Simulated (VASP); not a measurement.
Wanted: the native input for a VASP 6.6.1 run.

```yaml
Task: single point
Functional: PBE
Potentials_or_basis: VASP PAW PBE potentials, release 64 (Zn, Cu)
Cutoff: 520 eV
k_mesh: 16 × 16 × 12
Occupations: gaussian, width 0.1 eV
Spin: no spin polarisation
Dipole_correction: no
Further_INCAR_settings: ALGO = Fast; EDIFF = 1e-06; NBANDS = 18
```

The structure of ZnCu lies in POSCAR:

```
ZnCu
1.0
    2.7538924571      0.0000000000      0.0000000000
    0.0000000000      2.7538924571      0.0000000000
   -0.1030224148      0.0000000000      3.4340804939
Zn Cu
1 1
Direct
    0.5000000000      0.5000000000      0.5000000000
    0.0000000000      0.0000000000      0.0000000000
```

This cell differs from its parent crystal: shear of c along a, cell held: -3.0 %.

The input as run:

INCAR

```
ALGO = Fast
EDIFF = 1E-6
ENCUT = 520
GGA = PE
ISIF = 2
ISMEAR = 0
LASPH = True
LCHARG = True
LELF = True
LREAL = False
LVHAR = True
LWAVE = False
NBANDS = 18
NELM = 100
PREC = Accurate
SIGMA = 0.1
```

KPOINTS

```
k-points
0
Gamma
  16 16 12
```

Potentials or basis: VASP PAW PBE potentials, release 64 (Zn, Cu).

Command:

```bash
$ cat potpaw_PBE.64/Zn/POTCAR potpaw_PBE.64/Cu/POTCAR > POTCAR
$ mpirun -np 1 vasp_std > vasp.out
```

It gave:

* Pressure: 0.9 GPa
* Band gap on the k mesh: zero (an odd number of electrons rules out a gap without spin polarisation)

Caveat: the cell differs from its parent crystal (shear of c along a, cell held: -3.0 %).

Wall time 4 min on 1 thread of Intel(R) Xeon(R) Platinum 8488C (Sapphire Rapids) (shared host), peak memory 0.48 GiB.
